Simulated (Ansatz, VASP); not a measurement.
Two plane-wave programs on GaSb3

```
CELL_PARAMETERS angstrom
0.00000 3.69665 3.64813
3.69665 0.00000 3.64813
3.69665 3.69665 0.00000
ATOMIC_POSITIONS crystal
Ga 0.00000 0.00000 0.00000
Sb 0.25617 0.24383 0.24383
Sb 0.74383 0.75617 0.75617
Sb 0.50000 0.50000 0.50000
```

Change from the starting cell: mode 4 frozen in at -0.045 Å, equal normal strain along x and y +0.0133.

Alike in both runs: task single point; functional PBE; dispersion D3(BJ); k mesh 10 × 10 × 10; occupations gaussian, width 0.15 eV; no spin polarisation.

```csv
,VASP,Ansatz
version,VASP 6.6.1,Ansatz 0.2.0
potentials or method,"VASP PAW PBE potentials, release 64 (Ga_d, Sb), cutoff 520 eV","scalar-relativistic, plane waves, PAW"
valence electrons in the cell,28,58
```

VASP gave:

```
gap on the k mesh at the Fermi level (eV)                     : none
pressure (GPa)                                                : -1.5
traceless stress, the component that is largest in VASP (GPa) : -0.32
rms of the force components (eV/Å)                            : 0.051
```

Q: What did Ansatz give for the same quantities?

A: gap on the k mesh at the Fermi level (eV): none; pressure (GPa): -1.4; traceless stress, the component that is largest in VASP (GPa): -0.32; rms of the force components (eV/Å): 0.050.

Atom by atom the forces differ by 0.000 eV/Å (rms over components). A gap of «none» marks a metal or a gap that the smearing closes. VASP's potentials hold 28 valence electrons a cell and Ansatz's 58, so a difference there can come from the potentials and not from the codes.

Spin-orbit coupling is off throughout.
